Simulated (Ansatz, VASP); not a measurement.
One calculation of HfC, two programs

```
Hf C
1.0
     0.00000    2.28643    2.28643
     2.28643    0.00000    2.28643
     2.28643    2.28643    0.00000
Hf C
1 1
Cartesian
  2.2864 2.2864 2.2864
  0.0000 0.0000 0.0000
```

Alike in both runs: functional LDA; k mesh 18 × 18 × 18; occupations fermi-dirac, width 0.08 eV; no spin polarisation.

Ansatz relaxed the structure, and its values are those at the end. VASP's run is a single point on that final structure, the one shown.

|  | VASP | Ansatz |
| --- | --- | --- |
| version | VASP 6.6.1 | Ansatz 0.2.0 |
| potentials or method | VASP PAW LDA potentials, release 64 (Hf_pv, C) | PAW with Ansatz's default frozen-core files, scalar-relativistic |
| plane-wave cutoff (eV) | 520 | 420 |
| valence electrons in the cell | 14 | 30 |

```csv
,VASP,Ansatz,Ansatz less VASP
pressure (GPa),0.6,0.0,-0.62
```

LDA's correlation is that of Perdew and Zunger in VASP and of Perdew and Wang (1992) in Ansatz. VASP's potentials hold 14 valence electrons a cell and Ansatz's 30, so a difference there can come from the potentials and not from the codes.

Spin-orbit coupling is off throughout.
